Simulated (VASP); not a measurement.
Crystal: C.

```
CELL_PARAMETERS angstrom
0.00000 1.78014 1.72674
1.78014 0.00000 1.72674
1.78014 1.78014 0.00000
ATOMIC_POSITIONS crystal
C 0.50000 0.50000 0.50000
C 0.75000 0.75000 0.75000
```

This cell differs from its parent crystal: strain -0.0300 x Voigt [0, 0, 1, 0, 0, 0].

Base run:

| Property | Result |
| --- | --- |
| Program | VASP 6.6.1 |
| Functional | r2SCAN |
| Potentials or basis | VASP PAW PBE potentials, release 64 (C) |
| Cutoff | 520 eV |
| k mesh | 12 × 12 × 12 |
| Occupations | gaussian, width 0.05 eV |
| Spin | no spin polarisation |

Its results: band gap on the k mesh 3.61 eV, indirect (least direct gap 5.35 eV); pressure 15.8 GPa.

Problem. The run is repeated on the same cell with these changes: potentials or basis from VASP PAW PBE potentials, release 64 (C) to VASP PAW PBE potentials, release 64 (C_h); cutoff from 520 eV to 910 eV; further incar settings from ALGO = Normal; EDIFF = 1e-07; NBANDS = 11 to ALGO = Normal; EDIFF = 1e-06; NBANDS = 11. What comes out?

Solution. Band gap on the k mesh 3.64 eV, indirect (least direct gap 5.40 eV); pressure 13.6 GPa.

Caveats: the PAW data sets were made with another functional, which shifts forces and pressure a little; the cutoff is under 1.25 times the usual one of these potentials, so pressure, stress and relaxed cells hold a basis-set (Pulay) error (some runs).

A k mesh can miss the band edges.
